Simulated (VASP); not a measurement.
Write the native input for VASP 6.6.1 that does the following.

* Task: relaxation of cell and atoms
* Functional: PBE-based screened hybrid with 25 % exact exchange
* Potentials or basis: VASP PAW PBE potentials, release 64 (Sb_d_GW)
* Cutoff: 500 eV
* k mesh: 5 × 5 × 5
* Occupations: fermi-dirac, width 0.05 eV
* Spin: no spin polarisation
* Dipole correction: no
* Grid for exact exchange (PRECFOCK): Normal
* Share of exact exchange: 0.25
* Further INCAR settings: ALGO = Normal; EDIFF = 1e-07; IBRION = 2; EDIFFG = -0.01; NSW = 60; ISIF = 3
* Screening parameter: 0.3 1/Å

The system is Sb.

```
Sb
1.0
     0.00000    2.37124    2.37124
     2.37124    0.00000    2.37124
     2.37124    2.37124    0.00000
Sb
1
Direct
  0.00000 0.00000 0.00000
```

This isn't the form of Sb at room conditions, which is rhombohedral.

One way to write it, as run:

POSCAR

```
Sb
1.0
    0.0000000000      2.3712425216      2.3712425216
    2.3712425216      0.0000000000      2.3712425216
    2.3712425216      2.3712425216      0.0000000000
Sb
1
Direct
    0.0000000000      0.0000000000      0.0000000000
```

INCAR.step1

```
SYSTEM = Sb
ALGO = Normal ; EDIFF = 1E-5
EDIFFG = -0.005 ; ENCUT = 500
GGA = PE ; GGA_COMPAT = .False.
IBRION = 2 ; ISIF = 3
ISMEAR = -1 ; LASPH = .True.
LCHARG = .False. ; LREAL = .False.
LWAVE = .True. ; NBANDS = 14
NELM = 120 ; NELMIN = 4
NSW = 100 ; PREC = Accurate
SIGMA = 0.05
```

INCAR.step2

```
SYSTEM = Sb
AEXX = 0.25 ; ALGO = Normal
EDIFF = 1E-7 ; EDIFFG = -0.01
ENCUT = 500 ; GGA = PE
GGA_COMPAT = .False. ; HFSCREEN = 0.3
IBRION = 2 ; ISIF = 3
ISMEAR = -1 ; ISTART = 1
LASPH = .True. ; LCHARG = .False.
LHFCALC = .True. ; LREAL = .False.
LWAVE = .False. ; NELM = 120
NELMIN = 4 ; NSW = 60
PREC = Accurate ; PRECFOCK = Normal
SIGMA = 0.05
```

KPOINTS

```
k-points
0
Gamma
  5 5 5
  0 0 0
```

Potentials or basis: VASP PAW PBE potentials, release 64 (Sb_d_GW).

Launch:

```sh
$ cat potpaw_PBE.64/Sb_d_GW/POTCAR > POTCAR
$ cp INCAR.step1 INCAR
$ mpirun -np 1 vasp_std > vasp.out
$ cp INCAR.step2 INCAR
$ mpirun -np 1 vasp_std > vasp.out
```

It gave:

```
Relaxed volume                        : 26.72 Å³/atom
Relaxed cell                          : a = 3.356 Å, b = 3.356 Å, c = 3.356 Å, α = 60.00°, β = 60.00°, γ = 60.00°
Space group after relaxing (to 0.1 Å) : Fm-3m (No. 225)
Energy gained by relaxing             : 0.0 meV/atom
Ionic steps                           : 5
Pressure after relaxing               : 0.0 GPa
Band gap on the k mesh                : zero (an odd number of electrons rules out a gap without spin polarisation)
```

Caveat: the k points lie up to 0.46 Å⁻¹ apart in the final cell, too coarse for converged energies and pressures of a metal; the PAW data sets were made with another functional, which shifts forces and pressure a little; spin-orbit coupling is left out, which moves the levels of the heavy elements; an odd number of electrons without spin polarisation forces a metal; a magnetic or distorted state may lie lower.

Run time: 20 min on 1 thread of Intel(R) Xeon(R) 6975P-C (Granite Rapids), with other jobs on the host, peak memory 0.27 GiB.
